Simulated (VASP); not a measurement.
Input of a VASP 6.6.1 run:

The input INCAR:

```
SYSTEM = In3Cl
PREC = Accurate ; ENCUT = 520
EDIFF = 1E-6 ; ISMEAR = 0
SIGMA = 0.1 ; LREAL = .False.
LASPH = .True. ; NELM = 100
ALGO = Normal ; ISIF = 2
LWAVE = .False. ; LCHARG = .False.
GGA = PE ; NBANDS = 31
```

KPOINTS

```
regular mesh
0
Gamma
  10 10 10
  0 0 0
```

Contents of POSCAR:

```
In3Cl
1.0
    4.8425531082      0.0000000000      0.0000000000
    0.0000000000      4.8425531082      0.0000000000
    0.0000000000      0.0000000000      4.8425531082
In Cl
3 1
Direct
    0.0000000000      0.5000000000      0.5000000000
    0.5000000000      0.0000000000      0.5000000000
    0.5000000000      0.5000000000      0.0000000000
    0.0000000000      0.0000000000      0.0000000000
```

Potentials or basis: VASP PAW PBE potentials, release 64 (In_d, Cl).

Command:

```bash
$ cat potpaw_PBE.64/In_d/POTCAR potpaw_PBE.64/Cl/POTCAR > POTCAR
$ mpirun -np 1 vasp_std > vasp.out
```

Question: Estimate the band gap on the k mesh.

Answer: Zero (band 23 reaches 5.98 eV, above the bottom of band 24 at 5.27 eV).

Question: What does it give for the pressure?

Answer: -0.1 GPa.

Caveat: spin-orbit coupling is left out, which moves the levels of the heavy elements.
